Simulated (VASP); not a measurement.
# Mg (Im-3m) in VASP: further runs

Runs on Mg. Level: r2SCAN. Tasks: single point.

All numbers are computed with VASP 6.6.1; they aren't measurements. Logs are shortened: lines on timing, memory, paths and dates and some standing lists are left out, and cuts for length are marked.

## (1) The cell of the first run

It takes space group Im-3m (No. 229, cubic). The conventional cell has a = 3.304 Å, b = 3.304 Å, c = 3.304 Å, α = 90.00°, β = 90.00°, γ = 90.00°. Mg (site symmetry m-3m) has 14 Mg at 2.86 to 3.30 Å within 3.8 Å.

## (2) Single point, r2SCAN (volume scaled by 0.800)

POSCAR reads:

```
Mg
1.0
   -1.6517972687      1.6517972687      1.6517972687
    1.6517972687     -1.6517972687      1.6517972687
    1.6517972687      1.6517972687     -1.6517972687
Mg
1
Direct
    0.0000000000      0.0000000000      0.0000000000
```

INCAR.step1 reads:

```
SYSTEM = Mg
ALGO     = Normal         ! electronic algorithm
EDIFF    = 1E-4           ! SCF threshold, eV
ENCUT    = 520            ! plane-wave cutoff, eV
GGA      = PE             ! functional
ISMEAR   = 0              ! smearing method
LASPH    = .TRUE.         ! aspherical terms in the spheres
LCHARG   = .FALSE.        ! write CHGCAR
LREAL    = .FALSE.        ! projectors in reciprocal space
LWAVE    = .TRUE.         ! write WAVECAR
NBANDS   = 7              ! bands
NELM     = 100            ! most SCF steps
PREC     = Accurate       ! precision mode
SIGMA    = 0.05           ! smearing width, eV
```

INCAR.step2 reads:

```
SYSTEM = Mg
ALGO     = Normal         ! electronic algorithm
EDIFF    = 1E-6           ! SCF threshold, eV
ENCUT    = 520            ! plane-wave cutoff, eV
ISIF     = 2              ! what is computed and relaxed
ISMEAR   = 0              ! smearing method
ISTART   = 1            
LASPH    = .TRUE.         ! aspherical terms in the spheres
LCHARG   = .FALSE.        ! write CHGCAR
LMIXTAU  = .TRUE.       
LREAL    = .FALSE.        ! projectors in reciprocal space
LWAVE    = .FALSE.        ! write WAVECAR
METAGGA  = R2SCAN         ! meta-GGA
NBANDS   = 7              ! bands
NELM     = 100            ! most SCF steps
PREC     = Accurate       ! precision mode
SIGMA    = 0.05           ! smearing width, eV
```

KPOINTS reads:

```
k-points
0
G
  18 18 18
  0 0 0
```

Potentials or basis: VASP PAW PBE potentials, release 64 (Mg).

Started as:

```console
$ cat potpaw_PBE.64/Mg/POTCAR > POTCAR
$ cp INCAR.step1 INCAR
$ mpirun -np 1 vasp_std > vasp.out
$ cp INCAR.step2 INCAR
$ mpirun -np 1 vasp_std > vasp.out
```

OUTCAR:

```text
SYSTEM = Mg
   EDIFF = 1E-6
   ENCUT = 520
   ISIF = 2
   ISMEAR = 0
   ISTART = 1
   LASPH = .TRUE.
   LREAL = .FALSE.
   METAGGA = R2SCAN
   NELM = 100
   PREC = Accurate

 ion  position               nearest neighbor table
   1  0.000  0.000  0.000-

  LATTYP: Found a body centered cubic cell.
 ALAT       =     3.3035945374

  Lattice vectors:

 A1 = (  -1.6517972687,   1.6517972687,   1.6517972687)
 A2 = (   1.6517972687,  -1.6517972687,   1.6517972687)
 A3 = (   1.6517972687,   1.6517972687,  -1.6517972687)

Analysis of symmetry for initial positions (statically):
=====================================================================
 Subroutine PRICEL returns:
 Original cell was already a primitive cell.

 Routine SETGRP: Setting up the symmetry group for a
 body centered cubic supercell.

 Subroutine GETGRP returns: Found 48 space group operations
 (whereof 48 operations were pure point group operations)
 out of a pool of 48 trial point group operations.

The static configuration has the point symmetry O_h .

Analysis of symmetry for dynamics (positions and initial velocities):
=====================================================================
 Subroutine PRICEL returns:
 Original cell was already a primitive cell.

 Routine SETGRP: Setting up the symmetry group for a
 body centered cubic supercell.

 Subroutine GETGRP returns: Found 48 space group operations
 (whereof 48 operations were pure point group operations)
 out of a pool of 48 trial point group operations.

The dynamic configuration has the point symmetry O_h .

 Subroutine INISYM returns: Found 48 space group operations
 (whereof 48 operations are pure point group operations),
 and found     1 'primitive' translations

----------------------------------------------------------------------------------------

                                     Primitive cell

  volume of cell :      18.0273

  direct lattice vectors                    reciprocal lattice vectors
    -1.651797269  1.651797269  1.651797269     0.000000000  0.302700585  0.302700585
     1.651797269 -1.651797269  1.651797269     0.302700585  0.000000000  0.302700585
     1.651797269  1.651797269 -1.651797269     0.302700585  0.302700585  0.000000000

  length of vectors
     2.860996793  2.860996793  2.860996793     0.428083273  0.428083273  0.428083273

  position of ions in fractional coordinates (direct lattice)
[... 72 lines left out ...]
   LNONCOLLINEAR =      F non collinear calculations
   LSORBIT =      F    spin-orbit coupling
   LASPH  =      T    aspherical Exc in radial PAW
   ENCUT  =  520.0 eV  38.22 Ry    6.18 a.u.   5.32  5.32  5.32*2*pi/ulx,y,z
   NELM   =    100;   NELMIN=  2; NELMDL=  0     # of ELM steps
   EDIFF  = 0.1E-05   stopping-criterion for ELM
   LREAL  =      F    real-space projection
   EDIFFG = 0.1E-04   stopping-criterion for IOM
   NSW    =      0    number of steps for IOM
   IBRION =     -1    ionic relax: 0-MD 1-quasi-New 2-CG
   NFREE  =      0    steps in history (QN), initial steepest desc. (CG)
   ISIF   =      2    stress and relaxation
   ISYM   =      2    0-nonsym 1-usesym 2-fastsym
   POTIM  = 0.5000    time-step for ionic-motion
   TEBEG  =    0.0;   TEEND  =   0.0 temperature during run
   PSTRESS=    0.0 pullay stress
   NELECT =       2.0000    total number of electrons
   NUPDOWN=      -1.0000    fix difference up-down
   EMIN   =  10.00;   EMAX   =-10.00  energy-range for DOS
   EFERMI =   0.00;   METHOD = LEGACY
   ISMEAR =     0;   SIGMA  =   0.05  broadening in eV -4-tet -1-fermi 0-gaus
   EFERMI_NEDOS =   21; number of points for ismear=-14 and -15
   IALGO  =     38    algorithm
   IMIX   =      4    mixing-type and parameters
     AMIX     =   0.40;   BMIX     =  1.00
     AMIX_MAG =   1.60;   BMIX_MAG =  1.00
  volume/ion in A,a.u.               =      18.03       121.65
  Fermi-wavevector in a.u.,A,eV,Ry     =   0.786638  1.486530  8.419270  0.618799
  Thomas-Fermi vector in A             =   1.891217
   LORBIT       =      0    0 simple, 1 ext, 2 COOP (PROOUT), +10 PAW based schemes
   METAGGA = R2SCAN    functional components
   LHFCALC =     F    Hartree Fock is set to
   AEXX    =    0.0000 exact exchange contribution
   IVDW    =     0    specifies the selected vdW correction
   LEPSILON=     F    determine dielectric tensor
   LRPA    =     F    only Hartree local field effects (RPA)
 non-spin polarized calculation
 Gauss-broadening in eV      SIGMA  =   0.05
  energy-cutoff  :      520.00
  volume of cell :       18.03
 maximum number of plane-waves:       498
 NGX is ok and might be reduce to    24
   NGX = 11   NGY = 11   NGZ = 11

 number of electron       2.0000000 magnetization

 Free energy of the ion-electron system (eV)
  ---------------------------------------------------
  ext. energy  EPLUGINS =         0.00000000
  ---------------------------------------------------
  free energy    TOTEN  =        -3.97309928 eV

  energy without entropy =       -3.97244442  energy(sigma->0) =       -3.97277185

 E-fermi :   4.1064     XC(G=0):  -9.8602

 val. band max:        4.1024421980   @ k =  -0.4444  -0.4444   0.1111
 cond. band min:       4.1177242878   @ k =   0.3889   0.2222   0.0000
 fundamental gap:      0.0152820898
 Fermi energy:         4.1064376760

 k-point     1 :       0.0000    0.0000    0.0000
  band No.  band energies     occupation
      1      -4.4823      2.00000
      2      19.7503      0.00000
      3      19.7503      0.00000
      4      19.7503      0.00000
      5      22.1769      0.00000
      6      22.1769      0.00000
      7      23.5433      0.00000
[... 221 lines left out ...]
 k-point    24 :       0.3889    0.1111    0.0000
  band No.  band energies     occupation
      1       1.3039      2.00000
      2       4.5556      0.00000
      3      11.8152      0.00000
      4      15.5552      0.00000
      5      18.1834      0.00000
      6      21.4876      0.00000
      7      25.4790      0.00000

 [... further k-points ...]
[... 5 lines left out ...]
  --------------------------------------------------------------------------------------
  -------------------------------------------------------------------------------------
  Total        1.4596832      1.4596832      1.4596832      0.0000000      0.0000000     -0.0000000
  in kB      129.7295637    129.7295637    129.7295637      0.0000000      0.0000000     -0.0000000
  external PRESSURE =     129.7295637 kB  Pullay stress =       0.0000000 kB

 VOLUME and BASIS-vectors are now :
 -----------------------------------------------------------------------------
  energy-cutoff  :      520.00
  volume of cell :       18.03
      direct lattice vectors                 reciprocal lattice vectors
    -1.651797269  1.651797269  1.651797269     0.000000000  0.302700585  0.302700585
     1.651797269 -1.651797269  1.651797269     0.302700585  0.000000000  0.302700585
     1.651797269  1.651797269 -1.651797269     0.302700585  0.302700585  0.000000000

 POSITION                                       TOTAL-FORCE (eV/Angst)
 -----------------------------------------------------------------------------------
      0.00000      0.00000      0.00000         0.000000     -0.000000      0.000000
 -----------------------------------------------------------------------------------
    total drift:                                0.000000      0.000000      0.000000

  FREE ENERGIE OF THE ION-ELECTRON SYSTEM (eV)
  ---------------------------------------------------
  free  energy   TOTEN  =        -3.9730992793 eV

  energy  without entropy=       -3.9724444221  energy(sigma->0) =       -3.97277185
```

OSZICAR.step1:

```text
N       E                     dE             d eps       ncg     rms          rms(c)
DAV:   1    -0.596063865394E+00   -0.59606E+00   -0.81769E+02  3024   0.195E+02
DAV:   2    -0.131947209278E+01   -0.72341E+00   -0.71076E+00  3619   0.121E+01
DAV:   3    -0.132159591590E+01   -0.21238E-02   -0.21227E-02  3318   0.755E-01
DAV:   4    -0.132160089768E+01   -0.49818E-05   -0.49818E-05  3983   0.260E-02
DAV:   5    -0.132160091794E+01   -0.20263E-07   -0.20391E-07  3332   0.114E-03    0.675E-01
DAV:   6    -0.131520791405E+01    0.63930E-02   -0.80451E-05  3150   0.796E-02    0.430E-01
DAV:   7    -0.130983082010E+01    0.53771E-02   -0.36854E-04  2786   0.130E-01    0.215E-02
DAV:   8    -0.130981919582E+01    0.11624E-04   -0.71889E-06  2275   0.152E-02
   1 F= -.13098192E+01 E0= -.13094513E+01  d E =-.735877E-03
```

Wall time 50 s (1 thread of Intel Xeon Platinum 8488C (Sapphire Rapids), shared host); peak memory 0.16 GiB.

Results:

* Free energy: -3.9731 eV
* Pressure: 13.0 GPa
* Band gap on the k mesh: zero (band 1 reaches 8.25 eV, above the bottom of band 2 at 3.22 eV)

Levels at points of the mesh, in eV from the Fermi level:
```
           k point  band 1  band 2  band 3  band 4  band 5  band 6
(0.00, 0.00, 0.00)   -8.59   15.64   15.64   15.64   18.07   18.07
(0.50, 0.00, 0.00)   -2.09   -0.89   10.04   12.20   12.61   14.74
(0.50, 0.50, 0.50)    4.14    4.14    4.92    4.92    4.92   11.56
```

Caveat: the PAW data sets were made with another functional, which shifts forces and pressure a little.

(Part 1 of 2 ends here.)
